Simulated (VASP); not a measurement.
Here is a VASP 6.6.1 calculation.

The input INCAR:

```
  PREC = Accurate
  ENCUT = 520
  EDIFF = 1E-6
  ISMEAR = -1
  SIGMA = 0.05
  LREAL = F
  LASPH = T
  NELM = 80
  ALGO = Normal
  ISIF = 2
  LWAVE = F
  LCHARG = F
  GGA = RP
  IVDW = 13
  NBANDS = 16
```

File KPOINTS:

```
Automatic mesh
0
Gamma
  10 10 5
```

File POSCAR:

```
SiC
1.0
    3.0963714546      0.0000000000      0.0000000000
   -1.5481857273      2.6815363392      0.0000000000
    0.0000000000      0.0000000000      5.0814314379
Si C
2 2
Direct
    0.6666666667      0.3333333333      0.5000000000
    0.3333333333      0.6666666667      0.0000000000
    0.6666666667      0.3333333333      0.8850000000
    0.3333333333      0.6666666667      0.3850000000
```

Potentials or basis: VASP PAW PBE potentials, release 64 (Si, C).

Launch:

```sh
$ cat potpaw_PBE.64/Si/POTCAR potpaw_PBE.64/C/POTCAR > POTCAR
$ mpirun -np 1 vasp_std > vasp.out
```

Task: Predict the dispersion energy per atom.

Result: -0.702 eV.

Task: Estimate the largest force.

Result: 0.704 eV/Å.

Task: Predict the band gap on the k mesh.

Result: 2.55 eV, indirect (least direct gap 4.07 eV).

Stress tensor (GPa, compression positive):
```
-6.22  0.00  0.00
 0.00 -6.22  0.00
 0.00  0.00 -9.84
```

Caveat: the PAW data sets were made with another functional, which shifts forces and pressure a little. RPBE gaps usually lie below the measured ones, often by a third to a half.
